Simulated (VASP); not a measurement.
Sr:

```
CELL_PARAMETERS angstrom
7.33488 4.23480 1.91899
-7.33488 4.23480 1.91899
0.00000 -8.46959 1.91899
ATOMIC_POSITIONS crystal
Sr 0.58450 0.35100 0.24650
Sr 0.24650 0.58450 0.35100
Sr 0.35100 0.24650 0.58450
Sr 0.41550 0.64900 0.75350
Sr 0.75350 0.41550 0.64900
Sr 0.64900 0.75350 0.41550
```

```yaml
Program: VASP 6.6.1
Task: relaxation of cell and atoms
Functional: PBE
Potentials_or_basis: VASP PAW PBE potentials, release 64 (Sr_sv)
Cutoff: 600 eV
k_mesh: 3 × 3 × 3
Occupations: gaussian, width 0.1 eV
Spin: no spin polarisation
```

At the start: pressure 2.7 GPa; volume 59.61 Å³/atom.

Task: Where does the relaxation end?

Result: Over 19 steps the energy falls by 1441.1 meV/atom and the volume is 61.03 Å³/atom (+2.4 %); space group R-3 (No. 148, to 0.05 Å).

Step by step:
```tsv
step	energy change (eV)	largest force (eV/Å)	pressure (GPa)	volume (Å³)
1	0.0000	3.5302	2.65	357.64
2	-3.6243	2.1427	0.61	410.68
3	-5.6502	1.0589	-0.69	477.85
4	-5.6800	0.1609	-1.78	628.41
5	-6.1038	0.3477	-1.58	557.95
6	-6.1152	0.5674	-1.30	522.44
7	-6.8977	0.6020	-1.16	461.12
8	-7.8438	0.3979	2.23	302.97
9	-7.9430	0.5215	0.44	347.51
10	-7.9671	0.4844	0.93	332.82
11	-8.3204	0.2766	0.93	334.06
12	-7.9162	0.0751	1.77	328.41
13	-8.5073	0.1341	0.98	333.88
14	-8.5187	0.0715	1.15	332.97
15	-8.6091	0.0462	-0.49	387.63
16	-8.6398	0.0516	-0.02	368.01
17	-8.6446	0.0490	0.00	366.60
18	-8.6446	0.0492	0.00	366.53
19	-8.6465	0.0391	0.01	366.16
```

Final structure:
```cif
data_structure
_symmetry_space_group_name_H-M 'P 1'
_symmetry_Int_Tables_number 1
_cell_length_a 10.2946
_cell_length_b 10.2946
_cell_length_c 10.2946
_cell_angle_alpha 118.300
_cell_angle_beta 118.300
_cell_angle_gamma 118.300
_cell_volume 366.16
loop_
_atom_site_label
_atom_site_type_symbol
_atom_site_fract_x
_atom_site_fract_y
_atom_site_fract_z
_atom_site_occupancy
Sr1 Sr 0.50379 0.22425 0.08246 1
Sr2 Sr 0.08246 0.50379 0.22425 1
Sr3 Sr 0.22425 0.08246 0.50379 1
Sr4 Sr 0.49621 0.77575 0.91754 1
Sr5 Sr 0.91754 0.49621 0.77575 1
Sr6 Sr 0.77575 0.91754 0.49621 1
```

Caveat: the k points lie up to 0.53 Å⁻¹ apart in the final cell.
